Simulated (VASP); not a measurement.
# As (Im-3m) in VASP: a series of runs

As is run at these levels: RPBE; tasks: single point.

Everything below comes from runs of VASP 6.6.1. Logs are shortened: lines on timing, memory, paths and dates and some standing lists are left out, and cuts for length are marked.

**1. The cell of the first run**

The structure is cubic, space group Im-3m (No. 229). The conventional cell has a = 3.341 Å, b = 3.341 Å, c = 3.341 Å, α = 90.00°, β = 90.00°, γ = 90.00°. Within 3.8 Å of As (site symmetry m-3m) lie 14 As at 2.89 to 3.34 Å.

**2. Single point, RPBE (volume scaled by 0.96)**

File INCAR:

```
PREC = Accurate
ENCUT = 520
EDIFF = 1E-6
ISMEAR = -1
SIGMA = 0.1
LREAL = False
LASPH = True
NELM = 100
ALGO = Normal
ISIF = 2
LWAVE = False
LCHARG = True
GGA = RP
LELF = True
LVHAR = True
NBANDS = 8
```

File KPOINTS:

```
Automatic mesh
0
Gamma
  15 15 15
```

File POSCAR:

```
As
1.0
   -1.6706164715      1.6706164715      1.6706164715
    1.6706164715     -1.6706164715      1.6706164715
    1.6706164715      1.6706164715     -1.6706164715
As
1
Direct
    0.0000000000      0.0000000000      0.0000000000
```

Potentials or basis: VASP PAW PBE potentials, release 64 (As).

Command:

```
cat potpaw_PBE.64/As/POTCAR > POTCAR
mpirun -np 1 vasp_std > vasp.out
```

OUTCAR:

```text
PREC = Accurate
   ENCUT = 520
   EDIFF = 1E-6
   ISMEAR = -1
   LREAL = False
   LASPH = True
   NELM = 100
   ISIF = 2
   GGA = RP

 ion  position               nearest neighbor table
   1  0.000  0.000  0.000-

  LATTYP: Found a body centered cubic cell.
 ALAT       =     3.3412329430

  Lattice vectors:

 A1 = (  -1.6706164715,   1.6706164715,   1.6706164715)
 A2 = (   1.6706164715,  -1.6706164715,   1.6706164715)
 A3 = (   1.6706164715,   1.6706164715,  -1.6706164715)

Analysis of symmetry for initial positions (statically):
=====================================================================
 Subroutine PRICEL returns:
 Original cell was already a primitive cell.

 Routine SETGRP: Setting up the symmetry group for a
 body centered cubic supercell.

 Subroutine GETGRP returns: Found 48 space group operations
 (whereof 48 operations were pure point group operations)
 out of a pool of 48 trial point group operations.

The static configuration has the point symmetry O_h .

Analysis of symmetry for dynamics (positions and initial velocities):
=====================================================================
 Subroutine PRICEL returns:
 Original cell was already a primitive cell.

 Routine SETGRP: Setting up the symmetry group for a
 body centered cubic supercell.

 Subroutine GETGRP returns: Found 48 space group operations
 (whereof 48 operations were pure point group operations)
 out of a pool of 48 trial point group operations.

The dynamic configuration has the point symmetry O_h .

 Subroutine INISYM returns: Found 48 space group operations
 (whereof 48 operations are pure point group operations),
 and found     1 'primitive' translations

----------------------------------------------------------------------------------------

                                     Primitive cell

  volume of cell :      18.6505

  direct lattice vectors                    reciprocal lattice vectors
    -1.670616472  1.670616472  1.670616472     0.000000000  0.299290716  0.299290716
     1.670616472 -1.670616472  1.670616472     0.299290716  0.000000000  0.299290716
     1.670616472  1.670616472 -1.670616472     0.299290716  0.299290716  0.000000000

  length of vectors
     2.893592609  2.893592609  2.893592609     0.423260990  0.423260990  0.423260990

  position of ions in fractional coordinates (direct lattice)
     0.000000000  0.000000000  0.000000000

  ion indices of the primitive-cell ions
   primitive index   ion index
                 1           1

----------------------------------------------------------------------------------------

 KPOINTS: Automatic mesh

Automatic generation of k-mesh.
 Grid dimensions read from file:
 generate k-points for:   15   15   15

 Generating k-lattice:

  Cartesian coordinates                     Fractional coordinates (reciprocal lattice)
     0.000000000  0.019952714  0.019952714     0.066666667  0.000000000  0.000000000
     0.019952714  0.000000000  0.019952714     0.000000000  0.066666667  0.000000000
     0.019952714  0.019952714  0.000000000     0.000000000  0.000000000  0.066666667

  Length of vectors
     0.028217399  0.028217399  0.028217399

  Shift w.r.t. Gamma in fractional coordinates (k-lattice)
     0.000000000  0.000000000  0.000000000

 Subroutine IBZKPT returns following result:
 ===========================================

 Found    120 irreducible k-points:

 Following reciprocal coordinates:
            Coordinates               Weight
  0.000000  0.000000  0.000000      1.000000
  0.066667  0.000000  0.000000     12.000000
  0.133333  0.000000  0.000000     12.000000
  0.200000  0.000000  0.000000     12.000000
  0.266667  0.000000  0.000000     12.000000
  0.333333  0.000000  0.000000     12.000000
[... 16 lines left out ...]
  0.333333  0.200000  0.000000     48.000000
  0.400000  0.200000  0.000000     24.000000
 [... further k-points ...]
   k-points           NKPTS =    120   k-points in BZ     NKDIM =    120   number of bands    NBANDS=      8
   number of dos      NEDOS =    301   number of ions     NIONS =      1
   total plane-waves  NPLWV =  13824
   dimension x,y,z NGX =    24 NGY =   24 NGZ =   24
   dimension x,y,z NGXF=    48 NGYF=   48 NGZF=   48
   ions per type =               1
   NGX,Y,Z   is equivalent  to a cutoff of  13.79, 13.79, 13.79 a.u.
   NGXF,Y,Z  is equivalent  to a cutoff of  27.58, 27.58, 27.58 a.u.
 SYSTEM =  unknown system
   PREC   = accura    normal or accurate (medium, high low for compatibility)
   ISTART =      0    job   : 0-new  1-cont  2-samecut
   ICHARG =      2    charge: 1-file 2-atom 10-const
   ISPIN  =      1    spin polarized calculation?
   LNONCOLLINEAR =      F non collinear calculations
   LSORBIT =      F    spin-orbit coupling
   LASPH  =      T    aspherical Exc in radial PAW
   ENCUT  =  520.0 eV  38.22 Ry    6.18 a.u.   5.38  5.38  5.38*2*pi/ulx,y,z
   NELM   =    100;   NELMIN=  2; NELMDL= -5     # of ELM steps
   EDIFF  = 0.1E-05   stopping-criterion for ELM
   LREAL  =      F    real-space projection
   EDIFFG = 0.1E-04   stopping-criterion for IOM
   NSW    =      0    number of steps for IOM
   IBRION =     -1    ionic relax: 0-MD 1-quasi-New 2-CG
   NFREE  =      0    steps in history (QN), initial steepest desc. (CG)
   ISIF   =      2    stress and relaxation
   ISYM   =      2    0-nonsym 1-usesym 2-fastsym
   POTIM  = 0.5000    time-step for ionic-motion
   TEBEG  =    0.0;   TEEND  =   0.0 temperature during run
   PSTRESS=    0.0 pullay stress
   NELECT =       5.0000    total number of electrons
   NUPDOWN=      -1.0000    fix difference up-down
   EMIN   =  10.00;   EMAX   =-10.00  energy-range for DOS
   EFERMI =   0.00;   METHOD = LEGACY
   ISMEAR =    -1;   SIGMA  =   0.10  broadening in eV -4-tet -1-fermi 0-gaus
   EFERMI_NEDOS =   21; number of points for ismear=-14 and -15
   IALGO  =     38    algorithm
   IMIX   =      4    mixing-type and parameters
     AMIX     =   0.40;   BMIX     =  1.00
     AMIX_MAG =   1.60;   BMIX_MAG =  1.00
  volume/ion in A,a.u.               =      18.65       125.86
  Fermi-wavevector in a.u.,A,eV,Ry     =   1.055605  1.994804 15.160996  1.114302
  Thomas-Fermi vector in A             =   2.190809
   LORBIT       =      0    0 simple, 1 ext, 2 COOP (PROOUT), +10 PAW based schemes
   GGA     = RP    functional components
   LHFCALC =     F    Hartree Fock is set to
   AEXX    =    0.0000 exact exchange contribution
   IVDW    =     0    specifies the selected vdW correction
   LEPSILON=     F    determine dielectric tensor
   LRPA    =     F    only Hartree local field effects (RPA)
 non-spin polarized calculation
  energy-cutoff  :      520.00
  volume of cell :       18.65
 maximum number of plane-waves:       531
 NGX is ok and might be reduce to    24
   NGX = 11   NGY = 11   NGZ = 11

 number of electron       5.0000000 magnetization

 Free energy of the ion-electron system (eV)
  ---------------------------------------------------
  ext. energy  EPLUGINS =         0.00000000
  ---------------------------------------------------
  free energy    TOTEN  =        -3.83710920 eV

  energy without entropy =       -3.81723943  energy(sigma->0) =       -3.82717432

 E-fermi :   6.7932     XC(G=0): -10.8364

 val. band max:        6.7275342796   @ k =  -0.4667   0.4667   0.2000
 cond. band min:       6.8219206432   @ k =   0.2000   0.1333   0.1333
 fundamental gap:      0.0943863636
 Fermi energy:         6.7932124435

 k-point     1 :       0.0000    0.0000    0.0000
  band No.  band energies     occupation
      1      -8.4387      2.00000
      2      12.9054      0.00000
      3      12.9054      0.00000
      4      12.9054      0.00000
      5      19.8880      0.00000
      6      19.8880      0.00000
      7      19.8880      0.00000
      8      21.8340      0.00000

 k-point     2 :       0.0667    0.0000    0.0000
  band No.  band energies     occupation
      1      -8.3259      2.00000
      2      12.1161      0.00000
      3      12.5741      0.00000
      4      12.8338      0.00000
      5      19.3504      0.00000
      6      19.5324      0.00000
      7      20.4242      0.00000
      8      21.6781      0.00000

 k-point     3 :       0.1333    0.0000    0.0000
  band No.  band energies     occupation
      1      -7.9885      2.00000
      2      10.2731      0.00000
      3      11.8077      0.00000
      4      12.6289      0.00000
      5      18.3126      0.00000
      6      18.3466      0.00000
      7      21.6558      0.00000
      8      21.6574      0.00000

 k-point     4 :       0.2000    0.0000    0.0000
  band No.  band energies     occupation
      1      -7.4305      2.00000
      2       8.0482      0.00001
      3      10.9361      0.00000
      4      12.3248      0.00000
      5      17.0733      0.00000
      6      17.3693      0.00000
      7      21.6000      0.00000
      8      22.1251      0.00000

 k-point     5 :       0.2667    0.0000    0.0000
  band No.  band energies     occupation
      1      -6.6614      2.00000
      2       5.7748      1.99992
      3      10.1397      0.00000
      4      11.9796      0.00000
      5      16.0788      0.00000
      6      16.5472      0.00000
      7      21.9520      0.00000
      8      22.8361      0.00000

 k-point     6 :       0.3333    0.0000    0.0000
  band No.  band energies     occupation
      1      -5.7045      2.00000
      2       3.6193      2.00000
      3       9.5011      0.00000
      4      11.6583      0.00000
      5      15.3445      0.00000
      6      15.9175      0.00000
      7      22.6596      0.00000
      8      23.7545      0.00000

 k-point     7 :       0.4000    0.0000    0.0000
  band No.  band energies     occupation
      1      -4.6290      2.00000
      2       1.7182      2.00000
      3       9.0596      0.00000
      4      11.4148      0.00000
      5      14.8616      0.00000
      6      15.4935      0.00000
      7      23.6521      0.00000
      8      24.8546      0.00000

 k-point     8 :       0.4667    0.0000    0.0000
  band No.  band energies     occupation
      1      -3.7011      2.00000
      2       0.3707      2.00000
      3       8.8347      0.00000
      4      11.2845      0.00000
      5      14.6221      0.00000
      6      15.2805      0.00000
      7      24.7469      0.00000
      8      26.0299      0.00000

 k-point     9 :       0.0667    0.0667    0.0000
  band No.  band energies     occupation
      1      -8.1008      2.00000
      2      10.8916      0.00000
      3      12.0837      0.00000
      4      12.5076      0.00000
      5      18.7093      0.00000
      6      18.9746      0.00000
      7      20.9256      0.00000
      8      21.0120      0.00000

 k-point    10 :       0.1333    0.0667   -0.0000
  band No.  band energies     occupation
      1      -7.6530      2.00000
      2       9.0333      0.00000
      3      11.0848      0.00000
      4      12.1473      0.00000
      5      17.7795      0.00000
      6      18.1827      0.00000
      7      20.8604      0.00000
      8      22.0865      0.00000
[... 78 lines left out ...]
 k-point    18 :       0.2667    0.1333   -0.0000
  band No.  band energies     occupation
      1      -5.3899      2.00000
      2       3.7818      2.00000
      3       7.6640      0.00033
      4      10.6622      0.00000
      5      16.2625      0.00000
      6      18.1568      0.00000
      7      21.3202      0.00000
      8      25.5121      0.00000

 k-point    19 :       0.3333    0.1333    0.0000
  band No.  band energies     occupation
      1      -4.3340      2.00000
      2       1.9928      2.00000
      3       7.1210      0.07265
      4      10.3567      0.00000
      5      15.8719      0.00000
      6      18.1497      0.00000
      7      21.9430      0.00000
      8      25.8982      0.00000

 k-point    20 :       0.4000    0.1333    0.0000
  band No.  band energies     occupation
      1      -3.4370      2.00000
      2       0.7114      2.00000
      3       6.8564      0.69413
      4      10.1964      0.00000
      5      15.6695      0.00000
      6      18.1167      0.00000
      7      22.9392      0.00000
      8      24.5625      0.00000

 k-point    21 :       0.2000    0.2000    0.0000
  band No.  band energies     occupation
      1      -5.4898      2.00000
      2       4.4542      2.00000
      3       6.9249      0.42252
      4      10.5684      0.00000
      5      16.8181      0.00000
      6      18.3786      0.00000
      7      22.3275      0.00000
      8      23.4711      0.00000

 k-point    22 :       0.2667    0.2000    0.0000
  band No.  band energies     occupation
      1      -4.4976      2.00000
      2       2.9996      2.00000
      3       5.8386      1.99986
      4      10.1783      0.00000
      5      16.6898      0.00000
      6      18.8269      0.00000
      7      22.4844      0.00000
      8      24.6409      0.00000

 k-point    23 :       0.3333    0.2000    0.0000
  band No.  band energies     occupation
      1      -3.5036      2.00000
      2       1.6084      2.00000
      3       5.2769      2.00000
      4       9.9316      0.00000
      5      16.5240      0.00000
      6      19.4175      0.00000
      7      22.5310      0.00000
      8      24.2069      0.00000

 k-point    24 :       0.4000    0.2000    0.0000
  band No.  band energies     occupation
      1      -2.9908      2.00000
      2       0.9443      2.00000
      3       5.1047      2.00000
      4       9.8472      0.00000
      5      16.4567      0.00000
      6      19.7050      0.00000
      7      22.8800      0.00000
      8      23.3747      0.00000

 [... further k-points ...]
[... 5 lines left out ...]
  --------------------------------------------------------------------------------------
  -------------------------------------------------------------------------------------
  Total        0.3836722      0.3836722      0.3836722      0.0000000      0.0000000     -0.0000000
  in kB       32.9595011     32.9595011     32.9595011      0.0000000      0.0000000     -0.0000000
  external PRESSURE =      32.9595011 kB  Pullay stress =       0.0000000 kB

 VOLUME and BASIS-vectors are now :
 -----------------------------------------------------------------------------
  energy-cutoff  :      520.00
  volume of cell :       18.65
      direct lattice vectors                 reciprocal lattice vectors
    -1.670616472  1.670616472  1.670616472     0.000000000  0.299290716  0.299290716
     1.670616472 -1.670616472  1.670616472     0.299290716  0.000000000  0.299290716
     1.670616472  1.670616472 -1.670616472     0.299290716  0.299290716  0.000000000

 POSITION                                       TOTAL-FORCE (eV/Angst)
 -----------------------------------------------------------------------------------
      0.00000      0.00000      0.00000         0.000000     -0.000000     -0.000000
 -----------------------------------------------------------------------------------
    total drift:                                0.000000      0.000000      0.000000

  FREE ENERGIE OF THE ION-ELECTRON SYSTEM (eV)
  ---------------------------------------------------
  free  energy   TOTEN  =        -3.8371091973 eV

  energy  without entropy=       -3.8172394329  energy(sigma->0) =       -3.82717432
```

Run time: 4.6 s. Hardware: 1 thread of Intel Xeon 6975P-C (Granite Rapids), shared host; peak memory 0.14 GiB.

What came out:

```
Free energy : -3.8371 eV
Pressure    : 3.3 GPa
```

Caveat: the cell differs from its parent crystal (volume scaled by 0.96); the PAW data sets were made with another functional, which shifts forces and pressure a little.

**3. Single point, RPBE**

This run uses another cell than the first one, of 19.43 Å³/atom, 1.042 times its volume.

File INCAR:

```
SYSTEM = As
ALGO = Normal
EDIFF = 1E-6
ENCUT = 520
GGA = RP
ISIF = 2
ISMEAR = -1
LASPH = .True.
LCHARG = .True.
LELF = .True.
LREAL = .False.
LVHAR = .True.
LWAVE = .False.
NBANDS = 8
NELM = 80
PREC = Accurate
SIGMA = 0.1
```

File KPOINTS:

```
k-points
0
Gamma
  15 15 15
  0 0 0
```

File POSCAR:

```
As
1.0
   -1.6935044728      1.6935044728      1.6935044728
    1.6935044728     -1.6935044728      1.6935044728
    1.6935044728      1.6935044728     -1.6935044728
As
1
Direct
    0.0000000000      0.0000000000      0.0000000000
```

Potentials or basis: VASP PAW PBE potentials, release 64 (As).

Command:

```
cat potpaw_PBE.64/As/POTCAR > POTCAR
mpirun -np 1 vasp_std > vasp.out
```

Run time: 4.5 s. Hardware: 1 thread of Intel Xeon 6975P-C (Granite Rapids), shared host; peak memory 0.14 GiB.

It converged, with:

* Free energy: -3.8447 eV
* Pressure: 0.0 GPa

Levels at points of the mesh, in eV from the Fermi level:
```csv
k point,band 1,band 2,band 3,band 4,band 5,band 6
"(0.00, 0.00, 0.00)",-14.86,5.78,5.78,5.78,12.91,12.91
```

Caveat: the PAW data sets were made with another functional, which shifts forces and pressure a little.
